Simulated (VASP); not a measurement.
A run of VASP 6.6.1:

File INCAR:

```
SYSTEM = Y3BO4
  ALGO = Normal
  EDIFF = 1E-7
  ENCUT = 520
  GGA = PE
  ISIF = 2
  ISMEAR = 0
  LASPH = .TRUE.
  LCHARG = .FALSE.
  LREAL = .FALSE.
  LWAVE = .FALSE.
  NBANDS = 40
  NELM = 100
  PREC = Accurate
  SIGMA = 0.1
```

KPOINTS

```
k-points
0
G
  4 4 4
  0 0 0
```

File POSCAR:

```
Y3BO4
1.0
    5.1854003500      0.0000000000      0.0000000000
    0.0000000000      5.1854003500      0.0000000000
    0.0000000000      0.0000000000      5.1854003500
Y B O
3 1 4
Direct
    0.5000000000      0.0000000000      0.0000000000
    0.0000000000      0.5000000000      0.0000000000
    0.0000000000      0.0000000000      0.5000000000
    0.0000000000      0.0000000000      0.0000000000
    0.5000000000      0.5000000000      0.5000000000
    0.0000000000      0.5000000000      0.5000000000
    0.5000000000      0.0000000000      0.5000000000
    0.5000000000      0.5000000000      0.0000000000
```

Potentials or basis: VASP PAW PBE potentials, release 64 (Y_sv, B, O).

Run with:

```console
$ cat potpaw_PBE.64/Y_sv/POTCAR potpaw_PBE.64/B/POTCAR potpaw_PBE.64/O/POTCAR > POTCAR
$ mpirun -np 1 vasp_std > vasp.out
```

Hardware: 1 thread of Intel(R) Xeon(R) Platinum 8259CL CPU @ 2.50GHz (Skylake/Cascade Lake) (shared host).

Estimate the wall time of this run.

Run time: 85 s on 1 thread of Intel(R) Xeon(R) Platinum 8259CL CPU @ 2.50GHz (Skylake/Cascade Lake) (shared host), peak memory 0.27 GiB. Counts: scf iterations 22, k points 10.
